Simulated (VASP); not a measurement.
# C (Fm-3m) in VASP: notebook, part 2 of 2

VASP 6.6.1.

**3. Single point, PBE**

INCAR reads:

```
SYSTEM = C
PREC     = Accurate       ! precision mode
ENCUT    = 520            ! plane-wave cutoff, eV
EDIFF    = 1E-6           ! SCF threshold, eV
ISMEAR   = -1             ! smearing method
SIGMA    = 0.1            ! smearing width, eV
LREAL    = .False.        ! projectors in reciprocal space
LASPH    = .True.         ! aspherical terms in the spheres
NELM     = 80             ! most SCF steps
ALGO     = Normal         ! electronic algorithm
ISIF     = 2              ! what is computed and relaxed
LWAVE    = .False.        ! write WAVECAR
LCHARG   = .False.        ! write CHGCAR
GGA      = PE             ! functional
NBANDS   = 8              ! bands
```

KPOINTS reads:

```
Automatic mesh
0
Gamma
  25 25 25
  0 0 0
```

POSCAR reads:

```
C
1.0
    0.0000000000      1.3748152142      1.3748152142
    1.3748152142      0.0000000000      1.3748152142
    1.3748152142      1.3748152142      0.0000000000
C
1
Direct
    0.0000000000      0.0000000000      0.0000000000
```

Potentials or basis: VASP PAW PBE potentials, release 64 (C).

Command:

```console
> cat potpaw_PBE.64/C/POTCAR > POTCAR
> mpirun -np 1 vasp_std > vasp.out
```

OUTCAR:

```text
SYSTEM = C
   PREC = Accurate
   ENCUT = 520
   EDIFF = 1E-6
   ISMEAR = -1
   LREAL = .False.
   LASPH = .True.
   NELM = 80
   ISIF = 2
   GGA = PE

 ion  position               nearest neighbor table
   1  0.000  0.000  0.000-

  LATTYP: Found a face centered cubic cell.
 ALAT       =     2.7496304284

  Lattice vectors:

 A1 = (   0.0000000000,   1.3748152142,   1.3748152142)
 A2 = (   1.3748152142,   0.0000000000,   1.3748152142)
 A3 = (   1.3748152142,   1.3748152142,   0.0000000000)

Analysis of symmetry for initial positions (statically):
=====================================================================
 Subroutine PRICEL returns:
 Original cell was already a primitive cell.

 Routine SETGRP: Setting up the symmetry group for a
 face centered cubic supercell.

 Subroutine GETGRP returns: Found 48 space group operations
 (whereof 48 operations were pure point group operations)
 out of a pool of 48 trial point group operations.

The static configuration has the point symmetry O_h .

Analysis of symmetry for dynamics (positions and initial velocities):
=====================================================================
 Subroutine PRICEL returns:
 Original cell was already a primitive cell.

 Routine SETGRP: Setting up the symmetry group for a
 face centered cubic supercell.

 Subroutine GETGRP returns: Found 48 space group operations
 (whereof 48 operations were pure point group operations)
 out of a pool of 48 trial point group operations.

The dynamic configuration has the point symmetry O_h .

 Subroutine INISYM returns: Found 48 space group operations
 (whereof 48 operations are pure point group operations),
 and found     1 'primitive' translations

----------------------------------------------------------------------------------------

                                     Primitive cell

[... 102 lines left out ...]
   EFERMI =   0.00;   METHOD = LEGACY
   ISMEAR =    -1;   SIGMA  =   0.10  broadening in eV -4-tet -1-fermi 0-gaus
   EFERMI_NEDOS =   21; number of points for ismear=-14 and -15
   IALGO  =     38    algorithm
   IMIX   =      4    mixing-type and parameters
     AMIX     =   0.40;   BMIX     =  1.00
     AMIX_MAG =   1.60;   BMIX_MAG =  1.00
  volume/ion in A,a.u.               =       5.20        35.07
  Fermi-wavevector in a.u.,A,eV,Ry     =   1.500285  2.835128 30.624752  2.250856
  Thomas-Fermi vector in A             =   2.611805
   LORBIT       =      0    0 simple, 1 ext, 2 COOP (PROOUT), +10 PAW based schemes
   GGA     = PE    functional components
   LHFCALC =     F    Hartree Fock is set to
   AEXX    =    0.0000 exact exchange contribution
   IVDW    =     0    specifies the selected vdW correction
   LEPSILON=     F    determine dielectric tensor
   LRPA    =     F    only Hartree local field effects (RPA)
 non-spin polarized calculation
  energy-cutoff  :      520.00
  volume of cell :        5.20
 maximum number of plane-waves:       150
   NGX =  7   NGY =  7   NGZ =  7

 number of electron       4.0000000 magnetization

 Free energy of the ion-electron system (eV)
  ---------------------------------------------------
  ext. energy  EPLUGINS =         0.00000000
  ---------------------------------------------------
  free energy    TOTEN  =        -4.17567913 eV

  energy without entropy =       -4.16484389  energy(sigma->0) =       -4.17026151

 E-fermi :  13.0302     XC(G=0): -14.3874

 val. band max:       13.0245689148   @ k =   0.4800   0.3600   0.0000
 cond. band min:      13.0343308475   @ k =  -0.2000   0.2400   0.0800
 fundamental gap:      0.0097619327
 Fermi energy:        13.0302324380

 k-point     1 :       0.0000    0.0000    0.0000
  band No.  band energies     occupation
      1     -11.0243      2.00000
      2      23.9355      0.00000
      3      23.9355      0.00000
      4      23.9355      0.00000
      5      47.8099      0.00000
      6      47.8099      0.00000
      7      47.8099      0.00000
      8      52.8894      0.00000
[... 243 lines left out ...]
 k-point    24 :       0.4400    0.0400    0.0000
  band No.  band energies     occupation
      1      -2.0825      2.00000
      2       5.1118      2.00000
      3      21.2197      0.00000
      4      21.4581      0.00000
      5      42.9600      0.00000
      6      44.4282      0.00000
      7      45.3157      0.00000
      8      48.8862      0.00000

 [... further k-points ...]
[... 5 lines left out ...]
  --------------------------------------------------------------------------------------
  -------------------------------------------------------------------------------------
  Total        3.1246137      3.1246137      3.1246137      0.0000000      0.0000000      0.0000000
  in kB      963.2609026    963.2609026    963.2609026      0.0000000      0.0000000      0.0000000
  external PRESSURE =     963.2609026 kB  Pullay stress =       0.0000000 kB

 VOLUME and BASIS-vectors are now :
 -----------------------------------------------------------------------------
  energy-cutoff  :      520.00
  volume of cell :        5.20
      direct lattice vectors                 reciprocal lattice vectors
     0.000000000  1.374815214  1.374815214    -0.363685239  0.363685239  0.363685239
     1.374815214  0.000000000  1.374815214     0.363685239 -0.363685239  0.363685239
     1.374815214  1.374815214  0.000000000     0.363685239  0.363685239 -0.363685239

 POSITION                                       TOTAL-FORCE (eV/Angst)
 -----------------------------------------------------------------------------------
      0.00000      0.00000      0.00000        -0.000000      0.000000      0.000000
 -----------------------------------------------------------------------------------
    total drift:                               -0.000000      0.000000     -0.000000

  FREE ENERGIE OF THE ION-ELECTRON SYSTEM (eV)
  ---------------------------------------------------
  free  energy   TOTEN  =        -4.1756791260 eV

  energy  without entropy=       -4.1648438927  energy(sigma->0) =       -4.17026151
```

stdout:

```text
POSCAR found type information on POSCAR C
 POSCAR found :  1 types and       1 ions
 scaLAPACK will be used
 LDA part: xc-table for (Slater+PW92), standard interpolation
 POSCAR, INCAR and KPOINTS ok, starting setup
 FFT: planning ... GRIDC
 FFT: planning ... GRID_SOFT
 FFT: planning ... GRID
 WAVECAR not read
 entering main loop
```

Wall time 12 s (1 thread of AMD EPYC 7R43 (Zen 3), shared host); peak memory 0.08 GiB.

Results:

```
Free energy            : -4.1757 eV
Pressure               : 96.3 GPa
Band gap on the k mesh : zero (band 2 reaches 23.94 eV, above the bottom of band 3 at 9.11 eV)
```

**4. Single point, PBE**

INCAR reads:

```
SYSTEM = C
PREC = Accurate
ENCUT = 520
EDIFF = 1E-7
ISMEAR = -1
SIGMA = 0.1
LREAL = .False.
LASPH = .True.
NELM = 60
ALGO = Normal
ISIF = 2
LWAVE = .False.
LCHARG = .False.
GGA = PE
NBANDS = 8
```

KPOINTS reads:

```
regular mesh
0
Gamma
  25 25 25
  0 0 0
```

POSCAR reads:

```
C
1.0
    0.0000000000      1.3746076913      1.3746076913
    1.3746076913      0.0000000000      1.3746076913
    1.3746076913      1.3746076913      0.0000000000
C
1
Direct
    0.0000000000      0.0000000000      0.0000000000
```

Potentials or basis: VASP PAW PBE potentials, release 64 (C).

Command:

```console
> cat potpaw_PBE.64/C/POTCAR > POTCAR
> mpirun -np 1 vasp_std > vasp.out
```

OUTCAR:

```text
SYSTEM = C
   PREC = Accurate
   ENCUT = 520
   EDIFF = 1E-7
   ISMEAR = -1
   LREAL = .False.
   LASPH = .True.
   NELM = 60
   ISIF = 2
   GGA = PE

 ion  position               nearest neighbor table
   1  0.000  0.000  0.000-

  LATTYP: Found a face centered cubic cell.
 ALAT       =     2.7492153826

  Lattice vectors:

 A1 = (   0.0000000000,   1.3746076913,   1.3746076913)
 A2 = (   1.3746076913,   0.0000000000,   1.3746076913)
 A3 = (   1.3746076913,   1.3746076913,   0.0000000000)

Analysis of symmetry for initial positions (statically):
=====================================================================
 Subroutine PRICEL returns:
 Original cell was already a primitive cell.

 Routine SETGRP: Setting up the symmetry group for a
 face centered cubic supercell.

 Subroutine GETGRP returns: Found 48 space group operations
 (whereof 48 operations were pure point group operations)
 out of a pool of 48 trial point group operations.

The static configuration has the point symmetry O_h .

Analysis of symmetry for dynamics (positions and initial velocities):
=====================================================================
 Subroutine PRICEL returns:
[... 152 lines left out ...]
  energy without entropy =       -4.16343398  energy(sigma->0) =       -4.16884805

 E-fermi :  13.0387     XC(G=0): -14.3896

 val. band max:       13.0318931643   @ k =   0.4800   0.3600   0.0000
 cond. band min:      13.0419754589   @ k =  -0.2000   0.2400   0.0800
 fundamental gap:      0.0100822945
 Fermi energy:        13.0387254707

 k-point     1 :       0.0000    0.0000    0.0000
  band No.  band energies     occupation
      1     -11.0240      2.00000
      2      23.9484      0.00000
      3      23.9484      0.00000
      4      23.9484      0.00000
      5      47.8251      0.00000
      6      47.8251      0.00000
      7      47.8251      0.00000
      8      52.9055      0.00000
[... 243 lines left out ...]
 k-point    24 :       0.4400    0.0400    0.0000
  band No.  band energies     occupation
      1      -2.0799      2.00000
      2       5.1175      2.00000
      3      21.2312      0.00000
      4      21.4698      0.00000
      5      42.9739      0.00000
      6      44.4465      0.00000
      7      45.3302      0.00000
      8      48.9026      0.00000

 [... further k-points ...]
[... 5 lines left out ...]
  --------------------------------------------------------------------------------------
  -------------------------------------------------------------------------------------
  Total        3.1294354      3.1294354      3.1294354     -0.0000000      0.0000000     -0.0000000
  in kB      965.1843416    965.1843416    965.1843416     -0.0000000      0.0000000     -0.0000000
  external PRESSURE =     965.1843416 kB  Pullay stress =       0.0000000 kB

 VOLUME and BASIS-vectors are now :
 -----------------------------------------------------------------------------
  energy-cutoff  :      520.00
  volume of cell :        5.19
      direct lattice vectors                 reciprocal lattice vectors
     0.000000000  1.374607691  1.374607691    -0.363740144  0.363740144  0.363740144
     1.374607691  0.000000000  1.374607691     0.363740144 -0.363740144  0.363740144
     1.374607691  1.374607691  0.000000000     0.363740144  0.363740144 -0.363740144

 POSITION                                       TOTAL-FORCE (eV/Angst)
 -----------------------------------------------------------------------------------
      0.00000      0.00000      0.00000        -0.000000     -0.000000      0.000000
 -----------------------------------------------------------------------------------
    total drift:                                0.000000     -0.000000      0.000000

  FREE ENERGIE OF THE ION-ELECTRON SYSTEM (eV)
  ---------------------------------------------------
  free  energy   TOTEN  =        -4.1742621281 eV

  energy  without entropy=       -4.1634339760  energy(sigma->0) =       -4.16884805
```

It took 14 s on 1 thread of AMD EPYC 7R43 (Zen 3), shared host; peak memory 0.08 GiB.

Results:

- Free energy: -4.1743 eV
- Pressure: 96.5 GPa
- Band gap on the k mesh: zero (band 2 reaches 23.95 eV, above the bottom of band 3 at 9.12 eV)

Levels at points of the mesh, in eV from the Fermi level:
```csv
k point,band 1,band 2,band 3,band 4,band 5,band 6,band 7
"(0.00, 0.00, 0.00)",-24.06,10.91,10.91,10.91,34.79,34.79,34.79
```
